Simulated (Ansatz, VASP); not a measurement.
Given: the input of a run of Ansatz 0.2.0 on HPbNO4.

input.yaml

```yaml
crystal:
  lattice:
    - [3.85404, 0.14384, 0.09012]
    - [-0.2532, 5.52698, 0.16471]
    - [-0.48197, -1.9272, 5.72025]
  atoms:
    - { symbol: H, position: [0.10913, 0.65718, 0.54463] }
    - { symbol: Pb, position: [0.61029, 0.52127, 0.151] }
    - { symbol: "N", position: [0.9158, 0.96263, 0.95867] }
    - { symbol: O, position: [0.01384, 0.13639, 0.88084] }
    - { symbol: O, position: [0.72398, 0.01057, 0.12858] }
    - { symbol: O, position: [0.00389, 0.73732, 0.87043] }
    - { symbol: O, position: [0.11927, 0.59324, 0.37651] }
hamiltonian:
  xc: pbe
  pseudopotentials: { kind: paw, azcp: { folder: soft_1 } }
kpoints:
  mp_grid: { grid: [7, 5, 5] }
scf:
  occupations: { method: fermi_dirac, width: 0.05 }
output:
  forces: true
  stress: true
  eigenvalues: true
  efg: {}
```

Potentials or basis: Ansatz PAW soft_1.

Launch:

```console
$ ansatz run input.yaml --threads 8 --pin off --max-ram 20480MiB --backend cpu --events-out ev --progress --plain --runs-dir out
```

Task: Set up the same calculation for VASP 6.6.1. Potentials there: VASP PAW PBE potentials, release 64 (H, Pb_d, N, O).

Result: As run (the cutoff follows the program's own potentials):

Contents of INCAR:

```
ALGO = Normal
EDIFF = 1E-8
ENCUT = 520
GGA = PE
ISIF = 2
ISMEAR = -1
LASPH = True
LCHARG = False
LEFG = True
LREAL = False
LWAVE = False
NBANDS = 31
NELM = 100
PREC = Accurate
SIGMA = 0.05
```

File KPOINTS:

```
k-points
0
Gamma
  7 5 5
```

The input POSCAR:

```
HPbNO4
1.0
    3.8540400000      0.1438400000      0.0901200000
   -0.2532000000      5.5269800000      0.1647100000
   -0.4819700000     -1.9272000000      5.7202500000
H Pb N O
1 1 1 4
Direct
    0.1091300000      0.6571800000      0.5446300000
    0.6102900000      0.5212700000      0.1510000000
    0.9158000000      0.9626300000      0.9586700000
    0.0138400000      0.1363900000      0.8808400000
    0.7239800000      0.0105700000      0.1285800000
    0.0038900000      0.7373200000      0.8704300000
    0.1192700000      0.5932400000      0.3765100000
```

Potentials or basis: VASP PAW PBE potentials, release 64 (H, Pb_d, N, O).

Run with:

```bash
$ cat potpaw_PBE.64/H/POTCAR potpaw_PBE.64/Pb_d/POTCAR potpaw_PBE.64/N/POTCAR potpaw_PBE.64/O/POTCAR > POTCAR
$ mpirun -np 1 vasp_std > vasp.out
```

Both were run:

|  | VASP | Ansatz | Ansatz less VASP |
| --- | --- | --- | --- |
| gap on the k mesh at the Fermi level (eV) | 3.14 | 3.17 | +0.028 |
| least direct gap on the mesh (eV) | 3.22 | 3.25 | +0.030 |
| pressure (GPa) | 0.5 | 0.0 | -0.46 |
| traceless stress, the component that is largest in VASP (GPa) | -0.42 | 0.00 | +0.416 |
| rms of the force components (eV/Å) | 0.147 | 0.009 | -0.1386 |
| size of Vzz on the site where it differs most (V/Å²) | 272.4 | 295.2 | +22.75 |

Atom by atom the forces differ by 0.139 eV/Å (rms over components). One of these differences is far larger than is usual between the two programs; its cause wasn't traced.

Neither program's run includes spin-orbit coupling. Noted on VASP's run: the standard files for N, O and F lose accuracy on very short bonds. Noted on Ansatz's run: odd divisions of the mesh miss points on the zone boundary, where band edges often lie, so the gap on the mesh can be too wide.
